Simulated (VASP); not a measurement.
A run of VASP 6.6.1 is set up as follows.

POSCAR

```
CdTe
1.0
    0.0000000000      3.2050000000      3.0127000000
    3.2050000000      0.0000000000      3.0127000000
    3.2050000000      3.2050000000      0.0000000000
Cd Te
1 1
Direct
    0.0000000000      0.0000000000      0.0000000000
    0.7500000000      0.7500000000      0.7500000000
```

File INCAR.step1:

```
PREC = Accurate ; ENCUT = 520
ISMEAR = 0 ; SIGMA = 0.05
LREAL = False ; LASPH = True
NELM = 80 ; NBANDS = 16
GGA = PE ; ALGO = Normal
EDIFF = 1E-4 ; LWAVE = True
LCHARG = False
```

Contents of INCAR.step2:

```
PREC = Accurate ; ENCUT = 520
EDIFF = 1E-6 ; ISMEAR = 0
SIGMA = 0.05 ; LREAL = False
LASPH = True ; NELM = 80
ALGO = Normal ; ISIF = 2
LWAVE = False ; LCHARG = False
METAGGA = R2SCAN ; LMIXTAU = True
NBANDS = 16 ; ISTART = 1
```

KPOINTS

```
regular mesh
0
Gamma
  8 8 8
```

Potentials or basis: VASP PAW PBE potentials, release 64 (Cd, Te).

Command:

```console
$ cat potpaw_PBE.64/Cd/POTCAR potpaw_PBE.64/Te/POTCAR > POTCAR
$ cp INCAR.step1 INCAR
$ mpirun -np 1 vasp_std > vasp.out
$ cp INCAR.step2 INCAR
$ mpirun -np 1 vasp_std > vasp.out
```

(1) What does it give for the band gap on the k mesh?

(2) What does it give for the pressure?

Answers

(1) 1.45 eV, direct.

(2) 7.2 GPa.

Caveat: the PAW data sets were made with another functional, which shifts forces and pressure a little; spin-orbit coupling is left out, which moves the levels of the heavy elements.
